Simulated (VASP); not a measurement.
Write the native input for VASP 6.6.1 that does the following.

- Task: single point
- Functional: PBE
- Potentials or basis: VASP PAW PBE potentials, release 64 (Al, Ni)
- Cutoff: 520 eV
- k mesh: 12 × 12 × 2
- Occupations: gaussian, width 0.1 eV
- Spin: no spin polarisation
- Dipole correction: no
- Further INCAR settings: ALGO = Normal; EDIFF = 1e-06; NBANDS = 96

The structure of AlNi (an interface model) lies in POSCAR:

```
AlNi
1.0
    4.0914379701      0.0000000000      0.0000000000
   -2.0457189850      3.5432892201      0.0000000000
    0.0000000000      0.0000000000     20.3383848921
Al Ni
12 12
Direct
    0.0000000000      0.0000000000      0.0094440123
    0.6666666667      0.3333333333      0.0897456963
    0.3333333333      0.6666666667      0.1693601402
    1.0000000000      0.0000000000      0.2521926029
    0.6666666667      0.3333333333      0.3342377202
    0.3333333333      0.6666666667      0.4152931214
    0.3333333333      0.6666666667      0.5430402119
    0.0000000000      0.0000000000      0.6240956131
    0.6666666667      0.3333333333      0.7061407305
    0.3333333333      0.6666666667      0.7889731932
    0.0000000000      0.0000000000      0.8685876370
    0.6666666667      0.3333333333      0.9488893211
    0.3333333333      0.6666666667      0.0430871914
    0.0000000000      0.0000000000      0.1285835393
    0.6666666667      0.3333333333      0.2112487773
    0.3333333333      0.6666666667      0.2928993485
    0.0000000000      0.0000000000      0.3749057736
    0.6666666667      0.3333333333      0.4550012591
    1.0000000000      0.0000000000      0.5033320743
    0.6666666667      0.3333333333      0.5834275597
    0.3333333333      0.6666666667      0.6654339849
    1.0000000000      0.0000000000      0.7470845560
    0.6666666667      0.3333333333      0.8297497941
    0.3333333333      0.6666666667      0.9152461419
```

The input as run:

INCAR

```
SYSTEM = AlNi
ALGO = Normal ; EDIFF = 1E-6
ENCUT = 520 ; GGA = PE
GGA_COMPAT = .FALSE. ; ISIF = 2
ISMEAR = 0 ; LASPH = .TRUE.
LCHARG = .FALSE. ; LREAL = .FALSE.
LWAVE = .FALSE. ; NBANDS = 96
NELM = 120 ; PREC = Accurate
SIGMA = 0.1
```

KPOINTS

```
k-points
0
G
  12 12 2
  0 0 0
```

Potentials or basis: VASP PAW PBE potentials, release 64 (Al, Ni).

Command:

```console
$ cat potpaw_PBE.64/Al/POTCAR potpaw_PBE.64/Ni/POTCAR > POTCAR
$ mpirun -np 1 vasp_std > vasp.out
```

Results of the run:

The pressure is -0.8 GPa and the largest force is 0.013 eV/Å. The band gap on the k mesh is zero (bands 78 and 79 overlap by 2.41 eV).

It took 55 min on 1 thread of Intel(R) Xeon(R) Platinum 8259CL CPU @ 2.50GHz (Skylake/Cascade Lake), with other jobs on the host, peak memory 0.84 GiB.
